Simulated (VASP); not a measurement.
A run of VASP 6.6.1 is set up as follows.

Contents of POSCAR:

```
BN
1.0
   -0.0554560606      1.8215624230      1.8215624230
    1.8215624230     -0.0554560606      1.8215624230
    1.8215624230      1.8215624230     -0.0554560606
B N
1 1
Direct
    0.0001022611      0.0001022611      0.0001022611
    0.2498977389      0.2498977389      0.2498977389
```

INCAR.step1

```
SYSTEM = BN
  PREC = Accurate
  ENCUT = 500
  EDIFF = 1E-8
  ISMEAR = 0
  SIGMA = 0.01
  LREAL = .FALSE.
  LASPH = .TRUE.
  NELM = 60
  ALGO = Normal
  LWAVE = .TRUE.
  LCHARG = .FALSE.
  GGA = PE
```

The input INCAR.step2:

```
SYSTEM = BN
  PREC = Accurate
  ENCUT = 500
  EDIFF = 1E-8
  ISMEAR = 0
  SIGMA = 0.01
  LREAL = .FALSE.
  LASPH = .TRUE.
  NELM = 1
  ALGO = Exact
  LWAVE = .TRUE.
  LCHARG = .FALSE.
  GGA = PE
  NBANDS = 56
  LOPTICS = .TRUE.
  ISTART = 1
```

File INCAR.step3:

```
SYSTEM = BN
  PREC = Accurate
  ENCUT = 500
  EDIFF = 1E-8
  ISMEAR = 0
  SIGMA = 0.01
  LREAL = .FALSE.
  LASPH = .TRUE.
  ALGO = EVGW0
  LWAVE = .FALSE.
  LCHARG = .FALSE.
  GGA = PE
  NELMGW = 1
  NBANDS = 56
  ENCUTGW = 150.0
  NOMEGA = 96
  PRECFOCK = Fast
  ISTART = 1
  NBANDSGW = 12
  OMEGAMAX = 30
```

The input KPOINTS:

```
regular mesh
0
G
  6 6 6
  0 0 0
```

Potentials or basis: VASP PAW PBE potentials, release 64 (B_GW, N_GW).

Launch:

```console
$ cat potpaw_PBE.64/B_GW/POTCAR potpaw_PBE.64/N_GW/POTCAR > POTCAR
$ cp INCAR.step1 INCAR
$ mpirun -np 1 vasp_std > vasp.out
$ cp INCAR.step2 INCAR
$ mpirun -np 1 vasp_std > vasp.out
$ cp INCAR.step3 INCAR
$ mpirun -np 1 vasp_std > vasp.out
```

Question: What does it give for the quasiparticle gap?

Answer: 5.73 eV.

Question: What does it give for the least direct quasiparticle gap?

Answer: 10.08 eV.

Question: Predict the band gap of the starting levels on the mesh.

Answer: 4.29 eV.

Question: Predict the least direct gap of the starting levels on the mesh.

Answer: 8.07 eV.

Caveat: the k points lie up to 0.49 Å⁻¹ apart; bands, screening cutoff and mesh are small and nothing is extrapolated, so the quasiparticle values aren't converged.
